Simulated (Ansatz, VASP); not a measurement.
Au: VASP beside Ansatz

```
CELL_PARAMETERS angstrom
2.07895 2.07895 0.00000
-2.07895 2.07895 0.00000
0.00000 0.00000 4.03316
ATOMIC_POSITIONS crystal
Au 0.00000 0.00000 0.00000
Au 0.50000 0.50000 0.50000
```

Change from the starting cell: strain along c alone, the other axes held, atoms relaxed: -3.0 %.

Alike in both runs: task single point; functional PBE; k mesh 18 × 18 × 12; occupations gaussian, width 0.1 eV; no spin polarisation.

|  | VASP | Ansatz |
| --- | --- | --- |
| version | VASP 6.6.1 | Ansatz 0.2.0 |
| potentials or method | VASP PAW PBE potentials, release 64 (Au), cutoff 520 eV | scalar-relativistic, plane waves, PAW |
| valence electrons in the cell | 22 | 38 |

|  | VASP | Ansatz | Ansatz less VASP |
| --- | --- | --- | --- |
| gap on the k mesh at the Fermi level (eV) | none | none | - |
| pressure (GPa) | 4.5 | 4.7 | +0.19 |
| traceless stress, the component that is largest in VASP (GPa) | 0.25 | 0.24 | -0.009 |

A gap of «none» marks a metal or a gap that the smearing closes. With one functional, cell and mesh, what is left measures potentials, basis and numerics. VASP's potentials hold 22 valence electrons a cell and Ansatz's 38, so a difference there can come from the potentials and not from the codes.

Spin-orbit coupling is off throughout.
